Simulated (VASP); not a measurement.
# Eu (Im-3m) in VASP: a series of runs, part 2 of 2

VASP 6.6.1. The steps go on from the part before.

**3. Single point, PBEsol, collinear spin, antiferromagnetic start**

This run uses another cell than the first one: it holds 2 atoms, not 1.

Contents of INCAR:

```
PREC = Accurate
ENCUT = 520
EDIFF = 1E-6
ISMEAR = -1
SIGMA = 0.05
LREAL = False
LASPH = True
NELM = 150
ALGO = Normal
ISIF = 2
LWAVE = False
LCHARG = False
ISPIN = 2
MAGMOM = 7 -7
LORBIT = 11
LMAXMIX = 6
GGA = PS
NBANDS = 28
```

Contents of KPOINTS:

```
regular mesh
0
Gamma
  7 7 7
```

Contents of POSCAR:

```
Eu
1.0
    4.2487974340      0.0000000000      0.0000000000
    0.0000000000      4.2487974340      0.0000000000
    0.0000000000      0.0000000000      4.2487974340
Eu
2
Direct
    0.0000000000      0.0000000000      0.0000000000
    0.5000000000      0.5000000000      0.5000000000
```

Potentials or basis: VASP PAW PBE potentials, release 64 (Eu).

Started as:

```sh
$ cat potpaw_PBE.64/Eu/POTCAR > POTCAR
$ mpirun -np 1 vasp_std > vasp.out
```

It took 3.3 min on 1 thread of Oxide Virtual Turin-like, shared host; peak memory 0.21 GiB.

Results (log left out):

```yaml
Free_energy: -23.2868 eV
Pressure: -0.3 GPa
Band_gap_on_the_k_mesh: zero (filled and empty bands overlap)
Net_moment: 0.00 μB per cell
Site_moments: Eu +6.58, -6.58 μB
Valence_electrons_inside_the_program's_atomic_spheres: Eu 14.71
```

Levels at points of the mesh, in eV from the Fermi level:
Spin up:
```csv
k point,band 13,band 14,band 15,band 16,band 17,band 18,band 19,band 20,band 21,band 22
"(0.00, 0.00, 0.00)",-0.28,-0.28,-0.27,-0.26,-0.26,-0.26,2.40,2.40,2.40,4.22
```
Spin down:
| k point | band 13 | band 14 | band 15 | band 16 | band 17 | band 18 | band 19 | band 20 | band 21 | band 22 |
| --- | --- | --- | --- | --- | --- | --- | --- | --- | --- | --- |
| (0.00, 0.00, 0.00) | -0.28 | -0.28 | -0.27 | -0.26 | -0.26 | -0.26 | 2.40 | 2.40 | 2.40 | 4.22 |

Caveat: the PAW data sets were made with another functional, which shifts forces and pressure a little; spin-orbit coupling is left out, which moves the levels of the heavy elements; semilocal functionals describe open f shells poorly, which spoils levels, moments and volumes.

**4. Single point, PBEsol, collinear spin, antiferromagnetic start (39.88 Å³/atom)**

Contents of INCAR:

```
ALGO = Normal
EDIFF = 1E-6
ENCUT = 520
GGA = PS
ISIF = 2
ISMEAR = -1
ISPIN = 2
LASPH = True
LCHARG = True
LELF = True
LMAXMIX = 6
LORBIT = 11
LREAL = False
LVHAR = True
LWAVE = False
MAGMOM = 6.837 -6.837
NBANDS = 28
NELM = 150
PREC = Accurate
SIGMA = 0.05
```

Contents of KPOINTS:

```
k-points
0
Gamma
  10 10 10
```

Contents of POSCAR:

```
Eu
1.0
    4.3047090752      0.0000000000      0.0000000000
    0.0000000000      4.3047090752      0.0000000000
    0.0000000000      0.0000000000      4.3047090752
Eu
2
Direct
    0.0000000000      0.0000000000      0.0000000000
    0.5000000000      0.5000000000      0.5000000000
```

Started as:

```sh
$ cat potpaw_PBE.64/Eu/POTCAR > POTCAR
$ mpirun -np 1 vasp_std > vasp.out
```

It took 8.9 min on 1 thread of Oxide Virtual Turin-like, shared host; peak memory 0.31 GiB.

Results (log left out):

```
Free energy                                           : -23.2731 eV
Pressure                                              : -1.0 GPa
Band gap on the k mesh                                : zero (filled and empty bands overlap)
Net moment                                            : 0.00 μB per cell
Site moments                                          : Eu +6.59, -6.59 μB
Valence electrons inside the program's atomic spheres : Eu 14.71
```

Levels at points of the mesh, in eV from the Fermi level:
Spin up:
```
           k point  band 13  band 14  band 15  band 16  band 17  band 18  band 19  band 20  band 21  band 22
(0.00, 0.00, 0.00)    -0.29    -0.29    -0.29    -0.27    -0.27    -0.27     2.33     2.33     2.33     4.18
(0.50, 0.00, 0.00)    -0.32    -0.31    -0.31    -0.23    -0.23     0.58     1.51     2.01     2.01     2.81
(0.50, 0.50, 0.00)    -0.30    -0.29    -0.29    -0.23    -0.23     0.83     0.83     1.43     1.43     4.02
(0.50, 0.50, 0.50)    -0.24    -0.24    -0.24     0.46     0.46     0.46     0.65     0.65     0.65     3.50
```
Spin down:
```tsv
k point	band 15	band 16	band 17	band 18	band 19	band 20
(0.00, 0.00, 0.00)	-0.29	-0.27	-0.27	-0.27	2.33	2.33
(0.50, 0.00, 0.00)	-0.31	-0.23	-0.23	0.58	1.51	2.01
(0.50, 0.50, 0.00)	-0.29	-0.23	-0.23	0.83	0.83	1.43
(0.50, 0.50, 0.50)	-0.24	0.46	0.46	0.46	0.65	0.65
```

Caveat: the PAW data sets were made with another functional, which shifts forces and pressure a little; spin-orbit coupling is left out, which moves the levels of the heavy elements; semilocal functionals describe open f shells poorly, which spoils levels, moments and volumes. The state reached can hang on the start; a lower one may exist.

**5. Relaxation of cell and atoms, PBEsol, collinear spin, antiferromagnetic start**

This run uses another cell than the first one: it holds 2 atoms, not 1.

Contents of INCAR:

```
PREC     = Accurate       # precision mode
ENCUT    = 600            # plane-wave cutoff, eV
EDIFF    = 1E-6           # SCF threshold, eV
ISMEAR   = -1             # smearing method
SIGMA    = 0.05           # smearing width, eV
LREAL    = F              # projectors in reciprocal space
LASPH    = T              # aspherical terms in the spheres
NELM     = 150            # most SCF steps
ALGO     = Normal         # electronic algorithm
ISIF     = 3              # what is computed and relaxed
LWAVE    = F              # write WAVECAR
LCHARG   = F              # write CHGCAR
ISPIN    = 2              # spin polarisation
MAGMOM   = 7 -7           # initial moments
LORBIT   = 11             # projections on sites
LMAXMIX  = 6              # l up to which the mixer works
GGA      = PS             # functional
IBRION   = 2              # ionic algorithm
NSW      = 80             # ionic steps
EDIFFG   = -0.01          # ionic threshold
```

Contents of KPOINTS:

```
regular mesh
0
Gamma
  7 7 7
```

Contents of POSCAR:

```
Eu
1.0
    4.5510000000      0.0000000000      0.0000000000
    0.0000000000      4.5510000000      0.0000000000
    0.0000000000      0.0000000000      4.5510000000
Eu
2
Direct
    0.0000000000      0.0000000000      0.0000000000
    0.5000000000      0.5000000000      0.5000000000
```

Started as:

```sh
$ cat potpaw_PBE.64/Eu/POTCAR > POTCAR
$ mpirun -np 1 vasp_std > vasp.out
```

Run time: 43 min. Hardware: 1 thread of Oxide Virtual Turin-like, shared host; peak memory 0.28 GiB.

Results (log left out):

```
Free energy                                           : -23.2942 eV
Relaxed volume                                        : 37.92 Å³/atom
Relaxed cell                                          : a = 4.233 Å, b = 4.233 Å, c = 4.233 Å, α = 90.00°, β = 90.00°, γ = 90.00°
Space group after relaxing (to 0.1 Å)                 : Im-3m (No. 229)
Energy gained by relaxing                             : 86.8 meV/atom
Ionic steps                                           : 11
Pressure after relaxing                               : 0.0 GPa
Band gap on the k mesh                                : zero (filled and empty bands overlap)
Net moment                                            : 0.00 μB per cell
Site moments                                          : Eu +6.58, -6.58 μB
Valence electrons inside the program's atomic spheres : Eu 14.71
```

The path:
```
step  energy change (eV)  largest force (eV/Å)  pressure (GPa)  volume (Å³)
   1              0.0000                0.0000           -2.44        94.26
   2             -0.1226                0.0000           -3.12        84.81
   3              0.0385                0.0000            5.33        60.30
   4             -0.1701                0.0000            0.53        73.05
   5             -0.1733                0.0000            0.49        74.48
   6             -0.1627                0.0000           -0.84        79.53
   7             -0.1733                0.0000           -0.33        76.24
   8             -0.1738                0.0000            0.61        75.51
   9             -0.1736                0.0000           -0.12        75.90
  10             -0.1736                0.0000           -0.22        75.89
  11             -0.1737                0.0000           -0.02        75.84
```

Final structure:
```yaml
crystal:
  lattice:
    - [4.23284, 0.00000, 0.00000]
    - [0.00000, 4.23284, 0.00000]
    - [0.00000, 0.00000, 4.23284]
  atoms:
    - { symbol: Eu, position: [0.00000, 0.00000, 0.00000] }
    - { symbol: Eu, position: [0.50000, 0.50000, 0.50000] }
```

Levels at points of the mesh, in eV from the Fermi level:
Spin up:
| k point | band 15 | band 16 | band 17 | band 18 | band 19 | band 20 |
| --- | --- | --- | --- | --- | --- | --- |
| (0.00, 0.00, 0.00) | -0.27 | -0.26 | -0.26 | -0.26 | 2.41 | 2.41 |
Spin down:
| k point | band 14 | band 15 | band 16 | band 17 | band 18 | band 19 | band 20 | band 21 |
| --- | --- | --- | --- | --- | --- | --- | --- | --- |
| (0.00, 0.00, 0.00) | -0.28 | -0.27 | -0.26 | -0.26 | -0.26 | 2.41 | 2.41 | 2.41 |

Caveat: the volume moved by over 15 % at a fixed basis, so the end points are rough; the PAW data sets were made with another functional, which shifts forces and pressure a little; spin-orbit coupling is left out, which moves the levels of the heavy elements; semilocal functionals describe open f shells poorly, which spoils levels, moments and volumes. The state reached can hang on the start; a lower one may exist.

**6. Summary**

```tsv
task	spin	cell	k mesh	cutoff (eV)	gap on the mesh (eV)	pressure (GPa)	moment (μB)
single point	collinear, ferromagnetic start	a = 3.811 Å, angles 109.5°, 1 atom, atomic positions A	14 × 14 × 14	600	none	-1.6	7.27
single point	collinear, antiferromagnetic start	a = 4.249 Å, 2 atoms, atomic positions B	7 × 7 × 7	520	none	-0.3	0.00
single point	collinear, antiferromagnetic start	a = 4.305 Å, 2 atoms, atomic positions B	10 × 10 × 10	520	none	-1.0	0.00
relaxation of cell and atoms	collinear, antiferromagnetic start	relaxed from a = 4.551 Å, 2 atoms, atomic positions B	7 × 7 × 7	600	none	0.0	0.00
```

Alike in all rows: level PBEsol; potentials or basis VASP PAW PBE potentials, release 64 (Eu); smearing fermi-dirac 0.05 eV.

Caveats: the PAW data sets were made with another functional, which shifts forces and pressure a little; spin-orbit coupling is left out, which moves the levels of the heavy elements; semilocal functionals describe open f shells poorly, which spoils levels, moments and volumes; the volume moved by over 15 % at a fixed basis, so the end points are rough (at least some runs).

Absolute energies hang on the potentials; compare differences alone.
